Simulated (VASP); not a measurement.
# ZnS in VASP: notebook

The runs below take ZnS through single point, relaxation of cell and atoms, with LDA.

All numbers are computed with VASP 6.6.1; they aren't measurements. Logs are shortened: lines on timing, memory, paths and dates and some standing lists are left out, and cuts for length are marked.

## 1. The cell of the first run

It takes space group R3m (No. 160, trigonal). Conventional cell: a = 3.746 Å, b = 3.746 Å, c = 9.175 Å, α = 90.00°, β = 90.00°, γ = 120.00°. Within 3.0 Å of Zn (site symmetry 3m) lie 4 S at 2.29 to 2.31 Å. Within 3.0 Å of S (site symmetry 3m) lie 4 Zn at 2.29 to 2.31 Å.

## 2. Single point, LDA (atom 1 moved by [-0.01, -0.01, -0.01] A)

File INCAR:

```
SYSTEM = ZnS
PREC     = Accurate       ! precision mode
ENCUT    = 520            ! plane-wave cutoff, eV
EDIFF    = 1E-6           ! SCF threshold, eV
ISMEAR   = 0              ! smearing method
SIGMA    = 0.01           ! smearing width, eV
LREAL    = .FALSE.        ! projectors in reciprocal space
LASPH    = .TRUE.         ! aspherical terms in the spheres
NELM     = 60             ! most SCF steps
ALGO     = Normal         ! electronic algorithm
ISIF     = 2              ! what is computed and relaxed
LWAVE    = .FALSE.        ! write WAVECAR
LCHARG   = .FALSE.        ! write CHGCAR
NBANDS   = 16             ! bands
```

File KPOINTS:

```
regular mesh
0
G
  8 8 8
  0 0 0
```

File POSCAR:

```
ZnS
1.0
    0.0000000000      2.6484691264      2.6484691264
    2.6484691264      0.0000000000      2.6484691264
    2.6484691264      2.6484691264      0.0000000000
Zn S
1 1
Direct
    0.7481121169      0.7481121169      0.7481121169
    0.0000000000      0.0000000000      0.0000000000
```

Potentials or basis: VASP PAW LDA potentials, release 64 (Zn, S).

On the command line:

```
$ cat potpaw_LDA.64/Zn/POTCAR potpaw_LDA.64/S/POTCAR > POTCAR
$ mpirun -np 1 vasp_std > vasp.out
```

OUTCAR:

```text
SYSTEM = ZnS
   PREC = Accurate
   ENCUT = 520
   EDIFF = 1E-6
   ISMEAR = 0
   LREAL = .FALSE.
   LASPH = .TRUE.
   NELM = 60
   ISIF = 2

 ion  position               nearest neighbor table
   1  0.748  0.748  0.748-   2 2.29   2 2.29   2 2.29   2 2.31
   2  0.000  0.000  0.000-   1 2.29   1 2.29   1 2.29   1 2.31

  LATTYP: Found a face centered cubic cell.
 ALAT       =     5.2969382528

  Lattice vectors:

 A1 = (   0.0000000000,   2.6484691264,   2.6484691264)
 A2 = (   2.6484691264,   0.0000000000,   2.6484691264)
 A3 = (   2.6484691264,   2.6484691264,   0.0000000000)

Analysis of symmetry for initial positions (statically):
=====================================================================
 Subroutine PRICEL returns:
 Original cell was already a primitive cell.

 Routine SETGRP: Setting up the symmetry group for a
 face centered cubic supercell.

 Subroutine GETGRP returns: Found  6 space group operations
 (whereof  6 operations were pure point group operations)
 out of a pool of 48 trial point group operations.

The static configuration has the point symmetry C_3v.

Analysis of symmetry for dynamics (positions and initial velocities):
=====================================================================
 Subroutine PRICEL returns:
 Original cell was already a primitive cell.

 Routine SETGRP: Setting up the symmetry group for a
 face centered cubic supercell.

 Subroutine GETGRP returns: Found  6 space group operations
 (whereof  6 operations were pure point group operations)
 out of a pool of 48 trial point group operations.

The dynamic configuration has the point symmetry C_3v.

 Subroutine INISYM returns: Found  6 space group operations
 (whereof  6 operations are pure point group operations),
 and found     1 'primitive' translations

----------------------------------------------------------------------------------------

                                     Primitive cell

  volume of cell :      37.1548

  direct lattice vectors                    reciprocal lattice vectors
     0.000000000  2.648469126  2.648469126    -0.188788306  0.188788306  0.188788306
     2.648469126  0.000000000  2.648469126     0.188788306 -0.188788306  0.188788306
     2.648469126  2.648469126  0.000000000     0.188788306  0.188788306 -0.188788306

  length of vectors
     3.745500958  3.745500958  3.745500958     0.326990938  0.326990938  0.326990938

  position of ions in fractional coordinates (direct lattice)
     0.748112117  0.748112117  0.748112117
     0.000000000  0.000000000  0.000000000

  ion indices of the primitive-cell ions
[... 76 lines left out ...]
   LREAL  =      F    real-space projection
   EDIFFG = 0.1E-04   stopping-criterion for IOM
   NSW    =      0    number of steps for IOM
   IBRION =     -1    ionic relax: 0-MD 1-quasi-New 2-CG
   NFREE  =      0    steps in history (QN), initial steepest desc. (CG)
   ISIF   =      2    stress and relaxation
   ISYM   =      2    0-nonsym 1-usesym 2-fastsym
   POTIM  = 0.5000    time-step for ionic-motion
   TEBEG  =    0.0;   TEEND  =   0.0 temperature during run
   PSTRESS=    0.0 pullay stress
   NELECT =      18.0000    total number of electrons
   NUPDOWN=      -1.0000    fix difference up-down
   EMIN   =  10.00;   EMAX   =-10.00  energy-range for DOS
   EFERMI =   0.00;   METHOD = LEGACY
   ISMEAR =     0;   SIGMA  =   0.01  broadening in eV -4-tet -1-fermi 0-gaus
   EFERMI_NEDOS =   21; number of points for ismear=-14 and -15
   IALGO  =     38    algorithm
   IMIX   =      4    mixing-type and parameters
     AMIX     =   0.40;   BMIX     =  1.00
     AMIX_MAG =   1.60;   BMIX_MAG =  1.00
  volume/ion in A,a.u.               =      18.58       125.37
  Fermi-wavevector in a.u.,A,eV,Ry     =   1.285762  2.429739 22.492950  1.653185
  Thomas-Fermi vector in A             =   2.417877
   LORBIT       =      0    0 simple, 1 ext, 2 COOP (PROOUT), +10 PAW based schemes
   GGA     = CA    functional components
   LHFCALC =     F    Hartree Fock is set to
   AEXX    =    0.0000 exact exchange contribution
   IVDW    =     0    specifies the selected vdW correction
   LEPSILON=     F    determine dielectric tensor
   LRPA    =     F    only Hartree local field effects (RPA)
 non-spin polarized calculation
 Gauss-broadening in eV      SIGMA  =   0.01
  energy-cutoff  :      520.00
  volume of cell :       37.15
 maximum number of plane-waves:      1012
   NGX = 13   NGY = 13   NGZ = 13

 number of electron      18.0000005 magnetization

 Free energy of the ion-electron system (eV)
  ---------------------------------------------------
  ext. energy  EPLUGINS =         0.00000000
  ---------------------------------------------------
  free energy    TOTEN  =        -8.20652232 eV

  energy without entropy =       -8.20652232  energy(sigma->0) =       -8.20652232

 E-fermi :   2.6250     XC(G=0): -10.3160

 val. band max:        2.5303229719   @ k =   0.0000   0.0000   0.0000
 cond. band min:       4.6727662984   @ k =   0.0000   0.0000   0.0000
 fundamental gap:      2.1424433265
 Fermi energy:         2.6249698551

 k-point     1 :       0.0000    0.0000    0.0000
  band No.  band energies     occupation
      1     -11.0344      2.00000
      2      -4.2526      2.00000
      3      -4.2526      2.00000
      4      -4.2272      2.00000
      5      -3.6910      2.00000
      6      -3.6910      2.00000
[... 433 lines left out ...]
      3      -4.1406      2.00000
      4      -4.1223      2.00000
      5      -3.7111      2.00000
      6      -3.6538      2.00000
[... 8 lines left out ...]
     15      14.9477      0.00000
     16      15.8661      0.00000

 [... further k-points ...]

------------------------ aborting loop because EDIFF is reached ----------------------------------------

  FORCE on cell =-STRESS in cart. coord.  units (eV):
  Direction    XX          YY          ZZ          XY          YZ          ZX
  --------------------------------------------------------------------------------------
  -------------------------------------------------------------------------------------
  Total        0.0543629      0.0543629      0.0543629     -0.0663141     -0.0663141     -0.0663141
  in kB        2.3442183      2.3442183      2.3442183     -2.8595762     -2.8595762     -2.8595762
  external PRESSURE =       2.3442183 kB  Pullay stress =       0.0000000 kB

 VOLUME and BASIS-vectors are now :
 -----------------------------------------------------------------------------
  energy-cutoff  :      520.00
  volume of cell :       37.15
      direct lattice vectors                 reciprocal lattice vectors
     0.000000000  2.648469126  2.648469126    -0.188788306  0.188788306  0.188788306
     2.648469126  0.000000000  2.648469126     0.188788306 -0.188788306  0.188788306
     2.648469126  2.648469126  0.000000000     0.188788306  0.188788306 -0.188788306

 POSITION                                       TOTAL-FORCE (eV/Angst)
 -----------------------------------------------------------------------------------
      3.96270      3.96270      3.96270         0.065263      0.065263      0.065263
      0.00000      0.00000      0.00000        -0.065263     -0.065263     -0.065263
 -----------------------------------------------------------------------------------
    total drift:                                0.000723      0.000723      0.000723

  FREE ENERGIE OF THE ION-ELECTRON SYSTEM (eV)
  ---------------------------------------------------
  free  energy   TOTEN  =        -8.2065223165 eV

  energy  without entropy=       -8.2065223165  energy(sigma->0) =       -8.20652232
```

OSZICAR:

```text
N       E                     dE             d eps       ncg     rms          rms(c)
DAV:   1     0.828636495273E+02    0.82864E+02   -0.86158E+03  2080   0.136E+03
DAV:   2    -0.337311870737E+01   -0.86237E+02   -0.80159E+02  2408   0.263E+02
DAV:   3    -0.859414263656E+01   -0.52210E+01   -0.51981E+01  2608   0.611E+01
DAV:   4    -0.864459667197E+01   -0.50454E-01   -0.50442E-01  2544   0.629E+00
DAV:   5    -0.864510856365E+01   -0.51189E-03   -0.51188E-03  2624   0.602E-01    0.766E+00
DAV:   6    -0.824392019337E+01    0.40119E+00   -0.75538E-01  3152   0.318E+01    0.590E+00
DAV:   7    -0.821336083806E+01    0.30559E-01   -0.23222E-01  2704   0.503E+00    0.279E+00
DAV:   8    -0.820705843070E+01    0.63024E-02   -0.55958E-03  3040   0.134E+00    0.611E-01
DAV:   9    -0.820651160888E+01    0.54682E-03   -0.12273E-03  2480   0.258E-01    0.784E-02
DAV:  10    -0.820652661211E+01   -0.15003E-04   -0.10260E-04  2624   0.945E-02    0.319E-02
DAV:  11    -0.820652218684E+01    0.44253E-05   -0.13604E-05  3200   0.741E-02    0.572E-03
DAV:  12    -0.820652231648E+01   -0.12964E-06   -0.14172E-06  1824   0.112E-02
   1 F= -.82065223E+01 E0= -.82065223E+01  d E =-.137377E-43
```

stdout:

```text
POSCAR found type information on POSCAR ZnS
 POSCAR found :  2 types and       2 ions
 scaLAPACK will be used
 LDA part: xc-table for (Slater(with rela. corr.)+CA(PZ))
 , standard interpolation
 POSCAR, INCAR and KPOINTS ok, starting setup
 FFT: planning ... GRIDC
 FFT: planning ... GRID_SOFT
 FFT: planning ... GRID
 WAVECAR not read
 entering main loop
```

It took 20 s on 1 thread of AMD EPYC 9R45 (Zen 5), shared host; peak memory 0.13 GiB.

What came out:

- Free energy: -8.2065 eV
- Pressure: 0.2 GPa
- Largest force: 0.113 eV/Å
- Band gap on the k mesh: 2.14 eV, direct

Forces in eV/Å, atoms in the order of the input:
```
Zn   0.065  0.065  0.065
S   -0.065 -0.065 -0.065
```

Caveat: the cell differs from its parent crystal (atom 1 moved by [-0.01, -0.01, -0.01] A).

## 3. Relaxation of cell and atoms, LDA

This run uses another cell than the first one, of 19.73 Å³/atom, 1.062 times its volume.

File INCAR:

```
SYSTEM = ZnS
PREC = Accurate
ENCUT = 600
EDIFF = 1E-6
ISMEAR = -1
SIGMA = 0.1
LREAL = .FALSE.
LASPH = .TRUE.
NELM = 60
ALGO = Normal
ISIF = 3
LWAVE = .FALSE.
LCHARG = .FALSE.
IBRION = 2
NSW = 100
EDIFFG = -0.002
```

File KPOINTS:

```
regular mesh
0
G
  10 10 10
  0 0 0
```

File POSCAR:

```
ZnS
1.0
    0.0000000000      2.7020000000      2.7020000000
    2.7020000000      0.0000000000      2.7020000000
    2.7020000000      2.7020000000      0.0000000000
Zn S
1 1
Direct
    0.7500000000      0.7500000000      0.7500000000
    0.0000000000      0.0000000000      0.0000000000
```

Potentials or basis: VASP PAW LDA potentials, release 64 (Zn, S).

On the command line:

```
$ cat potpaw_LDA.64/Zn/POTCAR potpaw_LDA.64/S/POTCAR > POTCAR
$ mpirun -np 1 vasp_std > vasp.out
```

Wall time 49 s (1 thread of AMD EPYC 9R45 (Zen 5), shared host); peak memory 0.15 GiB.

It converged, with:

* Free energy: -8.2087 eV
* Relaxed volume: 18.63 Å³/atom
* Relaxed cell: a = 3.749 Å, b = 3.749 Å, c = 3.749 Å, α = 60.00°, β = 60.00°, γ = 60.00°
* Space group after relaxing (to 0.05 Å): F-43m (No. 216)
* Energy gained by relaxing: 15.7 meV/atom
* Ionic steps: 5
* Pressure after relaxing: 0.0 GPa
* Band gap on the k mesh: 2.15 eV, direct

The path:
| step | energy change (eV) | largest force (eV/Å) | pressure (GPa) | volume (Å³) |
| --- | --- | --- | --- | --- |
| 1 | 0.0000 | 0.0000 | -4.27 | 39.45 |
| 2 | -0.0274 | 0.0000 | 1.78 | 36.53 |
| 3 | -0.0314 | 0.0000 | -0.13 | 37.24 |
| 4 | -0.0314 | 0.0000 | 0.12 | 37.19 |
| 5 | -0.0314 | 0.0000 | 0.01 | 37.26 |

Final structure:
```
Zn S
1.0
     0.00000    2.65108    2.65108
     2.65108    0.00000    2.65108
     2.65108    2.65108    0.00000
Zn S
1 1
Cartesian
  3.9766 3.9766 3.9766
  0.0000 0.0000 0.0000
```

Levels at points of the mesh, in eV from the valence-band top:
```tsv
k point	band 5	band 6	band 7	band 8	band 9	band 10	band 11	band 12	band 13
(0.00, 0.00, 0.00)	-6.19	-6.19	0.00	0.00	0.00	2.15	6.21	6.21	6.21
(0.50, 0.00, 0.00)	-6.16	-5.97	-5.76	-0.96	-0.96	3.23	6.76	6.76	8.84
(0.50, 0.50, 0.00)	-6.11	-5.95	-4.90	-2.46	-2.46	3.06	3.89	11.14	12.18
```

A hybrid or GW would open this gap; LDA tends to underestimate it. LDA usually gives volumes a few per cent too small.
